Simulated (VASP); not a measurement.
# SrInH3 (Pm-3m) in VASP: notebook

Runs on SrInH3. Level: PBE. Tasks: single point, relaxation of cell and atoms.

Program: VASP 6.6.1. These are calculated values, not measurements. Logs are shortened: lines on timing, memory, paths and dates and some standing lists are left out, and cuts for length are marked.

### 1 The cell of the first run

The structure is cubic, space group Pm-3m (No. 221). The conventional cell has a = 4.376 Å, b = 4.376 Å, c = 4.376 Å, α = 90.00°, β = 90.00°, γ = 90.00°. Sr (site symmetry m-3m) has 6 H at 2.19 Å within 2.9 Å. In (site symmetry m-3m) has 12 H at 3.09 Å and 8 Sr at 3.79 Å within 4.1 Å. H (site symmetry 4/mmm) has 2 Sr at 2.19 Å within 2.9 Å.

### 2 Single point, PBE

The input, INCAR:

```
SYSTEM = SrInH3
ALGO     = Normal         ! electronic algorithm
EDIFF    = 1E-6           ! SCF threshold, eV
ENCUT    = 520            ! plane-wave cutoff, eV
GGA      = PE             ! functional
ISIF     = 2              ! what is computed and relaxed
ISMEAR   = 0              ! smearing method
LASPH    = .True.         ! aspherical terms in the spheres
LCHARG   = .False.        ! write CHGCAR
LREAL    = .False.        ! projectors in reciprocal space
LWAVE    = .False.        ! write WAVECAR
NBANDS   = 21             ! bands
NELM     = 80             ! most SCF steps
PREC     = Accurate       ! precision mode
SIGMA    = 0.1            ! smearing width, eV
```

The input, KPOINTS:

```
k-points
0
Gamma
  4 4 4
  0 0 0
```

The input, POSCAR:

```
SrInH3
1.0
    4.3757568700      0.0000000000      0.0000000000
    0.0000000000      4.3757568700      0.0000000000
    0.0000000000      0.0000000000      4.3757568700
Sr In H
1 1 3
Direct
    0.5000000000      0.5000000000      0.5000000000
    0.0000000000      0.0000000000      0.0000000000
    0.5000000000      0.5000000000      0.0000000000
    0.5000000000      0.0000000000      0.5000000000
    0.0000000000      0.5000000000      0.5000000000
```

Potentials or basis: VASP PAW PBE potentials, release 64 (Sr_sv, In_d, H).

The run is started by

```sh
$ cat potpaw_PBE.64/Sr_sv/POTCAR potpaw_PBE.64/In_d/POTCAR potpaw_PBE.64/H/POTCAR > POTCAR
$ mpirun -np 1 vasp_std > vasp.out
```

OUTCAR:

```text
SYSTEM = SrInH3
   EDIFF = 1E-6
   ENCUT = 520
   GGA = PE
   ISIF = 2
   ISMEAR = 0
   LASPH = .True.
   LREAL = .False.
   NELM = 80
   PREC = Accurate

 ion  position               nearest neighbor table
   1  0.500  0.500  0.500-   3 2.19   4 2.19   5 2.19   3 2.19   4 2.19   5 2.19   2 3.79   2 3.79
                             2 3.79   2 3.79   2 3.79   2 3.79   2 3.79   2 3.79
   2  0.000  0.000  0.000-   1 3.79   1 3.79   1 3.79   1 3.79   1 3.79   1 3.79   1 3.79   1 3.79

   3  0.500  0.500  0.000-   1 2.19   1 2.19
   4  0.500  0.000  0.500-   1 2.19   1 2.19
   5  0.000  0.500  0.500-   1 2.19   1 2.19

  LATTYP: Found a simple cubic cell.
 ALAT       =     4.3757568700

  Lattice vectors:

 A1 = (   4.3757568700,   0.0000000000,   0.0000000000)
 A2 = (   0.0000000000,   4.3757568700,   0.0000000000)
 A3 = (   0.0000000000,   0.0000000000,   4.3757568700)

Analysis of symmetry for initial positions (statically):
=====================================================================
 Subroutine PRICEL returns:
 Original cell was already a primitive cell.

 Routine SETGRP: Setting up the symmetry group for a
 simple cubic supercell.

 Subroutine GETGRP returns: Found 48 space group operations
 (whereof 48 operations were pure point group operations)
 out of a pool of 48 trial point group operations.

The static configuration has the point symmetry O_h .

Analysis of symmetry for dynamics (positions and initial velocities):
=====================================================================
 Subroutine PRICEL returns:
 Original cell was already a primitive cell.

 Routine SETGRP: Setting up the symmetry group for a
 simple cubic supercell.

 Subroutine GETGRP returns: Found 48 space group operations
 (whereof 48 operations were pure point group operations)
 out of a pool of 48 trial point group operations.

The dynamic configuration has the point symmetry O_h .

 Subroutine INISYM returns: Found 48 space group operations
 (whereof 48 operations are pure point group operations),
 and found     1 'primitive' translations

----------------------------------------------------------------------------------------

                                     Primitive cell

  volume of cell :      83.7837

  direct lattice vectors                    reciprocal lattice vectors
     4.375756870  0.000000000  0.000000000     0.228531893  0.000000000  0.000000000
     0.000000000  4.375756870  0.000000000     0.000000000  0.228531893  0.000000000
     0.000000000  0.000000000  4.375756870     0.000000000  0.000000000  0.228531893

  length of vectors
     4.375756870  4.375756870  4.375756870     0.228531893  0.228531893  0.228531893

  position of ions in fractional coordinates (direct lattice)
     0.500000000  0.500000000  0.500000000
     0.000000000  0.000000000  0.000000000
     0.500000000  0.500000000  0.000000000
     0.500000000  0.000000000  0.500000000
     0.000000000  0.500000000  0.500000000

  ion indices of the primitive-cell ions
   primitive index   ion index
                 1           1
                 2           2
                 3           3
                 4           4
                 5           5

----------------------------------------------------------------------------------------

 KPOINTS: k-points

Automatic generation of k-mesh.
 Grid dimensions read from file:
 generate k-points for:    4    4    4

 Generating k-lattice:

  Cartesian coordinates                     Fractional coordinates (reciprocal lattice)
     0.057132973  0.000000000  0.000000000     0.250000000  0.000000000  0.000000000
     0.000000000  0.057132973  0.000000000     0.000000000  0.250000000  0.000000000
     0.000000000  0.000000000  0.057132973     0.000000000  0.000000000  0.250000000

  Length of vectors
     0.057132973  0.057132973  0.057132973

  Shift w.r.t. Gamma in fractional coordinates (k-lattice)
     0.000000000  0.000000000  0.000000000

 Subroutine IBZKPT returns following result:
 ===========================================

 Found     10 irreducible k-points:

 Following reciprocal coordinates:
            Coordinates               Weight
  0.000000  0.000000  0.000000      1.000000
  0.250000  0.000000  0.000000      6.000000
  0.500000  0.000000  0.000000      3.000000
  0.250000  0.250000  0.000000     12.000000
  0.500000  0.250000  0.000000     12.000000
  0.500000  0.500000  0.000000      3.000000
  0.250000  0.250000  0.250000      8.000000
  0.500000  0.250000  0.250000     12.000000
  0.500000  0.500000  0.250000      6.000000
  0.500000  0.500000  0.500000      1.000000
   k-points           NKPTS =     10   k-points in BZ     NKDIM =     10   number of bands    NBANDS=     21
   number of dos      NEDOS =    301   number of ions     NIONS =      5
   total plane-waves  NPLWV =  46656
   dimension x,y,z NGX =    36 NGY =   36 NGZ =   36
   dimension x,y,z NGXF=    72 NGYF=   72 NGZF=   72
   ions per type =               1   1   3
   NGX,Y,Z   is equivalent  to a cutoff of  13.68, 13.68, 13.68 a.u.
   NGXF,Y,Z  is equivalent  to a cutoff of  27.35, 27.35, 27.35 a.u.
 SYSTEM =  SrInH3
   PREC   = accura    normal or accurate (medium, high low for compatibility)
   ISTART =      0    job   : 0-new  1-cont  2-samecut
   ICHARG =      2    charge: 1-file 2-atom 10-const
   ISPIN  =      1    spin polarized calculation?
   LNONCOLLINEAR =      F non collinear calculations
   LSORBIT =      F    spin-orbit coupling
   LASPH  =      T    aspherical Exc in radial PAW
   ENCUT  =  520.0 eV  38.22 Ry    6.18 a.u.   8.14  8.14  8.14*2*pi/ulx,y,z
   NELM   =     80;   NELMIN=  2; NELMDL= -5     # of ELM steps
   EDIFF  = 0.1E-05   stopping-criterion for ELM
   LREAL  =      F    real-space projection
   EDIFFG = 0.1E-04   stopping-criterion for IOM
   NSW    =      0    number of steps for IOM
   IBRION =     -1    ionic relax: 0-MD 1-quasi-New 2-CG
   NFREE  =      0    steps in history (QN), initial steepest desc. (CG)
   ISIF   =      2    stress and relaxation
   ISYM   =      2    0-nonsym 1-usesym 2-fastsym
   POTIM  = 0.5000    time-step for ionic-motion
   TEBEG  =    0.0;   TEEND  =   0.0 temperature during run
   PSTRESS=    0.0 pullay stress
   NELECT =      26.0000    total number of electrons
   NUPDOWN=      -1.0000    fix difference up-down
   EMIN   =  10.00;   EMAX   =-10.00  energy-range for DOS
   EFERMI =   0.00;   METHOD = LEGACY
   ISMEAR =     0;   SIGMA  =   0.10  broadening in eV -4-tet -1-fermi 0-gaus
   EFERMI_NEDOS =   21; number of points for ismear=-14 and -15
   IALGO  =     38    algorithm
   IMIX   =      4    mixing-type and parameters
     AMIX     =   0.40;   BMIX     =  1.00
     AMIX_MAG =   1.60;   BMIX_MAG =  1.00
  volume/ion in A,a.u.               =      16.76       113.08
  Fermi-wavevector in a.u.,A,eV,Ry     =   1.108356  2.094490 16.714130  1.228454
  Thomas-Fermi vector in A             =   2.244882
   LORBIT       =      0    0 simple, 1 ext, 2 COOP (PROOUT), +10 PAW based schemes
   GGA     = PE    functional components
   LHFCALC =     F    Hartree Fock is set to
   AEXX    =    0.0000 exact exchange contribution
   IVDW    =     0    specifies the selected vdW correction
   LEPSILON=     F    determine dielectric tensor
   LRPA    =     F    only Hartree local field effects (RPA)
 non-spin polarized calculation
 Gauss-broadening in eV      SIGMA  =   0.10
  energy-cutoff  :      520.00
  volume of cell :       83.78
 maximum number of plane-waves:      2301
 NGX is ok and might be reduce to    36
   NGX = 17   NGY = 17   NGZ = 17

 number of electron      25.9999991 magnetization

 Free energy of the ion-electron system (eV)
  ---------------------------------------------------
  ext. energy  EPLUGINS =         0.00000000
  ---------------------------------------------------
  free energy    TOTEN  =       -13.78791022 eV

  energy without entropy =      -13.78616960  energy(sigma->0) =      -13.78703991

 E-fermi :   2.3211     XC(G=0):  -8.7348

 val. band max:        2.2744431651   @ k =   0.0000   0.0000   0.0000
 cond. band min:       2.4181020938   @ k =   0.5000   0.0000   0.0000
 fundamental gap:      0.1436589287
 Fermi energy:         2.3210554172

 k-point     1 :       0.0000    0.0000    0.0000
  band No.  band energies     occupation
      1     -31.2590      2.00000
      2     -13.3724      2.00000
      3     -13.3724      2.00000
      4     -13.3724      2.00000
      5     -12.1879      2.00000
      6     -12.1879      2.00000
[... 13 lines left out ...]
     20      10.9404      0.00000
     21      10.9404      0.00000

 k-point     2 :       0.2500    0.0000    0.0000
  band No.  band energies     occupation
      1     -31.2556      2.00000
      2     -13.4900      2.00000
      3     -13.3710      2.00000
      4     -13.3710      2.00000
      5     -12.1865      2.00000
      6     -12.1729      2.00000
[... 13 lines left out ...]
     20       9.1977      0.00000
     21      10.9932      0.00000

 k-point     3 :       0.5000    0.0000    0.0000
  band No.  band energies     occupation
      1     -31.2521      2.00000
      2     -13.6022      2.00000
      3     -13.3697      2.00000
      4     -13.3697      2.00000
      5     -12.1852      2.00000
      6     -12.1658      2.00000
[... 13 lines left out ...]
     20       9.7561      0.00000
     21       9.7561      0.00000
[... 121 lines left out ...]
 k-point     9 :       0.5000    0.5000    0.2500
  band No.  band energies     occupation
      1     -31.2420      2.00000
      2     -13.5787      2.00000
      3     -13.5787      2.00000
      4     -13.4680      2.00000
      5     -12.1731      2.00000
      6     -12.1684      2.00000
[... 13 lines left out ...]
     20       9.0744      0.00000
     21       9.8509      0.00000

 k-point    10 :       0.5000    0.5000    0.5000
  band No.  band energies     occupation
      1     -31.2386      2.00000
      2     -13.5785      2.00000
      3     -13.5785      2.00000
      4     -13.5785      2.00000
      5     -12.1623      2.00000
      6     -12.1623      2.00000
[... 13 lines left out ...]
     20      10.7244      0.00000
     21      10.7244      0.00000

------------------------ aborting loop because EDIFF is reached ----------------------------------------

  FORCE on cell =-STRESS in cart. coord.  units (eV):
  Direction    XX          YY          ZZ          XY          YZ          ZX
  --------------------------------------------------------------------------------------
  -------------------------------------------------------------------------------------
  Total        2.6703525      2.6703525      2.6703525      0.0000000      0.0000000     -0.0000000
  in kB       51.0645644     51.0645644     51.0645644      0.0000000      0.0000000     -0.0000000
  external PRESSURE =      51.0645644 kB  Pullay stress =       0.0000000 kB

 VOLUME and BASIS-vectors are now :
 -----------------------------------------------------------------------------
  energy-cutoff  :      520.00
  volume of cell :       83.78
      direct lattice vectors                 reciprocal lattice vectors
     4.375756870  0.000000000  0.000000000     0.228531893  0.000000000  0.000000000
     0.000000000  4.375756870  0.000000000     0.000000000  0.228531893  0.000000000
     0.000000000  0.000000000  4.375756870     0.000000000  0.000000000  0.228531893

 POSITION                                       TOTAL-FORCE (eV/Angst)
 -----------------------------------------------------------------------------------
      2.18788      2.18788      2.18788         0.000000      0.000000      0.000000
      0.00000      0.00000      0.00000         0.000000      0.000000      0.000000
      2.18788      2.18788      0.00000         0.000000      0.000000      0.000000
      2.18788      0.00000      2.18788         0.000000      0.000000      0.000000
      0.00000      2.18788      2.18788         0.000000      0.000000      0.000000
 -----------------------------------------------------------------------------------
    total drift:                                0.000000      0.000000      0.000000

  FREE ENERGIE OF THE ION-ELECTRON SYSTEM (eV)
  ---------------------------------------------------
  free  energy   TOTEN  =       -13.7879102156 eV

  energy  without entropy=      -13.7861696000  energy(sigma->0) =      -13.78703991
```

It took 33 s on 1 thread of Intel Xeon 6975P-C, shared host; peak memory 0.21 GiB.

Results:

* Free energy: -13.7879 eV
* Pressure: 5.1 GPa
* Band gap on the k mesh: zero (band 13 reaches 2.42 eV, above the bottom of band 14 at 1.98 eV)

Levels at points of the mesh, in eV from the Fermi level:
| k point | band 9 | band 10 | band 11 | band 12 | band 13 | band 14 | band 15 | band 16 | band 17 | band 18 |
| --- | --- | --- | --- | --- | --- | --- | --- | --- | --- | --- |
| (0.00, 0.00, 0.00) | -14.49 | -6.66 | -2.55 | -2.55 | -0.05 | 2.59 | 2.59 | 2.59 | 6.13 | 6.13 |
| (0.50, 0.00, 0.00) | -14.48 | -4.94 | -4.31 | -2.41 | 0.10 | 2.27 | 2.27 | 4.13 | 6.01 | 6.33 |
| (0.50, 0.50, 0.00) | -14.47 | -4.21 | -2.92 | -2.13 | -2.13 | 2.91 | 2.91 | 3.99 | 4.48 | 4.48 |
| (0.50, 0.50, 0.50) | -14.47 | -3.27 | -1.13 | -1.13 | -1.13 | -0.34 | -0.34 | -0.34 | 6.14 | 6.66 |

Caveat: spin-orbit coupling is left out, which moves the levels of the heavy elements.

### 3 Single point, PBE

This run uses another cell than the first one, of 20.17 Å³/atom, 1.204 times its volume.

The input, INCAR:

```
SYSTEM = SrInH3
PREC = Accurate
ENCUT = 520
EDIFF = 1E-6
ISMEAR = 0
SIGMA = 0.1
LREAL = .False.
LASPH = .True.
NELM = 80
ALGO = Normal
ISIF = 2
LWAVE = .False.
LCHARG = .True.
GGA = PE
LELF = .True.
LVHAR = .True.
NBANDS = 21
```

The input, KPOINTS:

```
Automatic mesh
0
Gamma
  4 4 4
  0 0 0
```

POSCAR: that of step 2 with these lines changed.

```diff
@@ -2,5 +2,5 @@
 1.0
-    4.3757568700      0.0000000000      0.0000000000
-    0.0000000000      4.3757568700      0.0000000000
-    0.0000000000      0.0000000000      4.3757568700
+    4.6544572324      0.0000000000      0.0000000000
+    0.0000000000      4.6544572324      0.0000000000
+    0.0000000000      0.0000000000      4.6544572324
 Sr In H
```

Potentials or basis: VASP PAW PBE potentials, release 64 (Sr_sv, In_d, H).

The run is started by

```sh
$ cat potpaw_PBE.64/Sr_sv/POTCAR potpaw_PBE.64/In_d/POTCAR potpaw_PBE.64/H/POTCAR > POTCAR
$ mpirun -np 1 vasp_std > vasp.out
```

It took 51 s on 1 thread of Intel Xeon 6975P-C, shared host; peak memory 0.21 GiB.

Results (log left out):

| Quantity | Value |
| --- | --- |
| Free energy | -14.0395 eV |
| Pressure | 0.1 GPa |
| Band gap on the k mesh | 0.34 eV, indirect (least direct gap 1.22 eV) |

Levels at points of the mesh, in eV from the valence-band top:
| k point | band 11 | band 12 | band 13 | band 14 | band 15 | band 16 |
| --- | --- | --- | --- | --- | --- | --- |
| (0.00, 0.00, 0.00) | -1.74 | -1.74 | -0.43 | 2.60 | 2.60 | 2.60 |
| (0.50, 0.00, 0.00) | -3.39 | -1.62 | 0.00 | 2.50 | 2.50 | 3.89 |
| (0.50, 0.50, 0.00) | -2.19 | -1.66 | -1.66 | 2.91 | 2.91 | 3.72 |
| (0.50, 0.50, 0.50) | -0.88 | -0.88 | -0.88 | 0.34 | 0.34 | 0.34 |

Caveat: spin-orbit coupling is left out, which moves the levels of the heavy elements. A k mesh can miss the band edges.

### 4 Relaxation of cell and atoms, PBE

The input, INCAR:

```
  ALGO = Normal
  EDIFF = 1E-6
  EDIFFG = -0.04
  ENCUT = 600
  GGA = PE
  IBRION = 2
  ISIF = 3
  ISMEAR = 0
  LASPH = T
  LCHARG = F
  LREAL = F
  LWAVE = F
  NELM = 100
  NSW = 90
  PREC = Accurate
  SIGMA = 0.1
```

The input, KPOINTS:

```
k-points
0
Gamma
  4 4 4
```

POSCAR: that of step 3 with these lines changed.

```diff
@@ -2,5 +2,5 @@
 1.0
-    4.6544572324      0.0000000000      0.0000000000
-    0.0000000000      4.6544572324      0.0000000000
-    0.0000000000      0.0000000000      4.6544572324
+    4.3757568700      0.0000000000      0.0000000000
+    0.0000000000      4.3757568700      0.0000000000
+    0.0000000000      0.0000000000      4.3757568700
 Sr In H
```

The run is started by

```sh
$ cat potpaw_PBE.64/Sr_sv/POTCAR potpaw_PBE.64/In_d/POTCAR potpaw_PBE.64/H/POTCAR > POTCAR
$ mpirun -np 1 vasp_std > vasp.out
```

It took 2.1 min on 1 thread of Intel Xeon 6975P-C, shared host; peak memory 0.23 GiB.

It converged, with:

```
Free energy                            : -14.0358 eV
Relaxed volume                         : 20.37 Å³/atom
Relaxed cell                           : a = 4.670 Å, b = 4.670 Å, c = 4.670 Å, α = 90.00°, β = 90.00°, γ = 90.00°
Space group after relaxing (to 0.05 Å) : Pm-3m (No. 221)
Energy gained by relaxing              : 49.4 meV/atom
Ionic steps                            : 4
Pressure after relaxing                : 0.0 GPa
Band gap on the k mesh                 : 0.38 eV, indirect (least direct gap 1.24 eV)
```

The path:
| step | energy change (eV) | largest force (eV/Å) | pressure (GPa) | volume (Å³) |
| --- | --- | --- | --- | --- |
| 1 | 0.0000 | 0.0000 | 5.18 | 83.78 |
| 2 | -0.1584 | 0.0000 | 2.63 | 90.52 |
| 3 | -0.2433 | 0.0000 | 0.54 | 99.20 |
| 4 | -0.2472 | 0.0000 | -0.05 | 101.84 |

Final structure:
```
CELL_PARAMETERS angstrom
4.66986 0.00000 0.00000
0.00000 4.66986 0.00000
0.00000 0.00000 4.66986
ATOMIC_POSITIONS crystal
Sr 0.50000 0.50000 0.50000
In 0.00000 0.00000 0.00000
H 0.50000 0.50000 0.00000
H 0.50000 0.00000 0.50000
H 0.00000 0.50000 0.50000
```

Levels at points of the mesh, in eV from the valence-band top:
| k point | band 11 | band 12 | band 13 | band 14 | band 15 | band 16 |
| --- | --- | --- | --- | --- | --- | --- |
| (0.00, 0.00, 0.00) | -1.70 | -1.70 | -0.44 | 2.60 | 2.60 | 2.60 |
| (0.50, 0.00, 0.00) | -3.34 | -1.58 | 0.00 | 2.51 | 2.51 | 3.88 |
| (0.50, 0.50, 0.00) | -2.15 | -1.63 | -1.63 | 2.91 | 2.91 | 3.71 |
| (0.50, 0.50, 0.50) | -0.86 | -0.86 | -0.86 | 0.38 | 0.38 | 0.38 |

Caveat: the volume moved by over 15 % at a fixed basis, so the end points are rough; spin-orbit coupling is left out, which moves the levels of the heavy elements.

(Part 1 of 2 ends here.)
